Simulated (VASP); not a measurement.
A run of VASP 6.6.1 is set up as follows.

The input INCAR:

```
ALGO = Normal ; EDIFF = 1E-7
ENCUT = 520 ; GGA = PE
ISIF = 2 ; ISMEAR = 0
IVDW = 12 ; LASPH = T
LCHARG = F ; LREAL = F
LWAVE = F ; NBANDS = 31
NELM = 60 ; PREC = Accurate
SIGMA = 0.05
```

KPOINTS

```
k-points
0
Gamma
  7 11 3
```

The input POSCAR:

```
C
1.0
    0.0000000000      1.4231463890     -3.3609366400
   -2.4649618524      0.0000000000      0.0000000000
   -0.4108269754     10.0931728902      2.3965930461
C
10
Direct
    0.2940232280      1.2612086670      0.8327479979
    0.7458728700      0.3893279449      0.0640323308
    0.8829104595      0.8572981254      0.2562112476
    0.0199480490      0.3252683059      0.4483901644
    0.1569856385      0.7932384865      0.6405690811
    0.7911647195      0.8786422357      0.1281465860
   -0.0717976910      0.3466124162      0.3203255027
    0.0652398984      0.8145825967      0.5125044195
    0.2022774879      0.2825527773      0.7046833363
    0.3393150774      0.7505229578      0.8968622531
```

Potentials or basis: VASP PAW PBE potentials, release 64 (C).

The run is started by

```bash
$ cat potpaw_PBE.64/C/POTCAR > POTCAR
$ mpirun -np 1 vasp_std > vasp.out
```

Q: Estimate the dispersion energy per atom.

A: -0.157 eV.

Q: Estimate the pressure.

A: -3.3 GPa.

Q: Predict the band gap on the k mesh.

A: Zero (bands 20 and 21 overlap by 0.09 eV).

Q: What does it give for the largest force?

A: 2.081 eV/Å.

Stress tensor (GPa, compression positive):
```
-3.85 -5.17 -0.72
-5.17 -4.94  2.83
-0.72  2.83 -1.17
```

Caveat: the cell stands under tension; forces of over 1 eV/Å act on the atoms, so gaps and moduli don't describe the material at rest.
